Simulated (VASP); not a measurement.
## TiO2: single point with PBE+U

The system is TiO2.

```
Ti O
1.0
     4.58878    0.00000    0.00000
     0.00000    4.58878    0.00000
     0.00000    0.00000    2.95756
Ti O
2 4
Direct
  0.00000 0.00000 0.00000
  0.50000 0.50000 0.50000
  0.30233 0.30233 0.00000
  0.19767 0.80233 0.50000
  0.69767 0.69767 0.00000
  0.80233 0.19767 0.50000
```

```
Program                : VASP 6.6.1
Task                   : single point
Functional             : PBE
Potentials or basis    : VASP PAW PBE potentials, release 64 (Ti_sv, O)
Cutoff                 : 520 eV
k mesh                 : 5 × 5 × 7
Occupations            : fermi-dirac, width 0.02 eV
Spin                   : collinear spin, ferromagnetic start
Starting moments       : [1.0, 1.0, 0.0, 0.0, 0.0, 0.0] μB
Hubbard terms          : Ti d U = 3.0 eV
Dipole correction      : no
Further INCAR settings : ALGO = Normal; EDIFF = 1e-07; NBANDS = 37
```

| Item | Value |
| --- | --- |
| Pressure | 11.3 GPa |
| Largest force | 0.170 eV/Å |
| Band gap on the k mesh | 2.17 eV, direct |
| Net moment | 0.00 μB per cell |
| Valence electrons inside the program's atomic spheres | Ti 10.15; O 5.10 |

Forces in eV/Å, atoms in the order of the input:
```
Ti   0.000  0.000  0.000
Ti   0.000  0.000  0.000
O    0.121  0.121  0.000
O   -0.121  0.121  0.000
O   -0.121 -0.121  0.000
O    0.121 -0.121  0.000
```

Stress tensor (GPa, compression positive):
```
10.41  0.00  0.00
 0.00 10.41  0.00
 0.00  0.00 12.95
```

Levels at points of the mesh, in eV from the valence-band top:
Spin up:
```tsv
k point	band 22	band 23	band 24	band 25	band 26	band 27
(0.00, 0.00, 0.00)	-0.55	-0.55	0.00	2.17	2.35	2.71
```
Spin down:
| k point | band 21 | band 22 | band 23 | band 24 | band 25 | band 26 | band 27 | band 28 |
| --- | --- | --- | --- | --- | --- | --- | --- | --- |
| (0.00, 0.00, 0.00) | -0.82 | -0.55 | -0.55 | 0.00 | 2.17 | 2.35 | 2.71 | 2.82 |

Eigenvalues of the final occupation matrices:
| site | spin | trace | eigenvalues |
| --- | --- | --- | --- |
| site 1 d | 1 | 0.82 | 0.08 0.10 0.11 0.25 0.27 |
| site 1 d | 2 | 0.82 | 0.08 0.10 0.11 0.25 0.27 |
| site 2 d | 1 | 0.82 | 0.08 0.10 0.11 0.25 0.27 |
| site 2 d | 2 | 0.82 | 0.08 0.10 0.11 0.25 0.27 |

Wall time 73 s on 1 thread of AMD EPYC 9R45 96-Core Processor (Zen 5), with other jobs on the host, peak memory 0.2 GiB.

A k mesh can miss the band edges. The state reached can hang on the start; a lower one may exist.
